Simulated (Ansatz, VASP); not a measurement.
## Si: VASP beside Ansatz

File INCAR:

```
PREC = Accurate
ENCUT = 450
EDIFF = 1E-7
ISMEAR = 0
SIGMA = 0.02
LREAL = F
LASPH = T
NELM = 120
ALGO = Normal
ISIF = 2
LWAVE = F
LCHARG = F
GGA = PS
IBRION = 2
NSW = 60
EDIFFG = -0.002
GGA_COMPAT = F
NELMIN = 4
```

File KPOINTS:

```
Automatic mesh
0
Gamma
  10 10 10
```

File POSCAR:

```
Si
1.0
    0.0212661498      2.7108303691      2.6895642193
    2.7108303691      0.0212661498      2.6895642193
    2.7320965189      2.7320965189      0.0000000000
Si
2
Direct
    0.0011214844      0.0011214844     -0.0011214844
    0.2488785156      0.2488785156      0.2511214844
```

Input for Ansatz:

```yaml
crystal:
  lattice:
    - [0.0212661498, 2.7108303691, 2.6895642193]
    - [2.7108303691, 0.0212661498, 2.6895642193]
    - [2.7320965189, 2.7320965189, 0.0]
  atoms:
    - { symbol: Si, position: [0.0011214844, 0.0011214844, -0.0011214844] }
    - { symbol: Si, position: [0.2488785156, 0.2488785156, 0.2511214844] }
basis:
  ecutwfc: 600.0
kpoints:
  mp_grid: { grid: [10, 10, 10] }
hamiltonian:
  xc: pbesol
  pseudopotentials: { kind: paw, azcp: { folder: soft_1 } }
scf:
  occupations: { method: gaussian, width: 0.02 }
output:
  forces: true
  stress: true
  eigenvalues: true
relax:
  adjacent_minimum: "off"
  f_tol: 0.002
  max_steps: 40
```

Change from the starting cell: strained cell.

Alike in both runs: task relaxation of the atoms; functional PBEsol; k mesh 10 × 10 × 10; occupations gaussian, width 0.02 eV; no spin polarisation.

|  | VASP | Ansatz |
| --- | --- | --- |
| version | VASP 6.6.1 | Ansatz 0.2.0 |
| potentials or method | VASP PAW PBE potentials, release 64 (Si), cutoff 450 eV | scalar-relativistic, plane waves, PAW |
| valence electrons in the cell | 8 | 8 |

```csv
,VASP,Ansatz,Ansatz less VASP
"gap on the k mesh at the Fermi level, each at its own relaxed structure (eV)",0.32,0.33,+0.007
```

VASP's potentials were made for PBE, not for PBEsol, and Ansatz warns of the same on its side. Ansatz's warnings: stress scf threshold loose.

Noted on VASP's run: the relaxation stopped at its first step, so nothing moved.
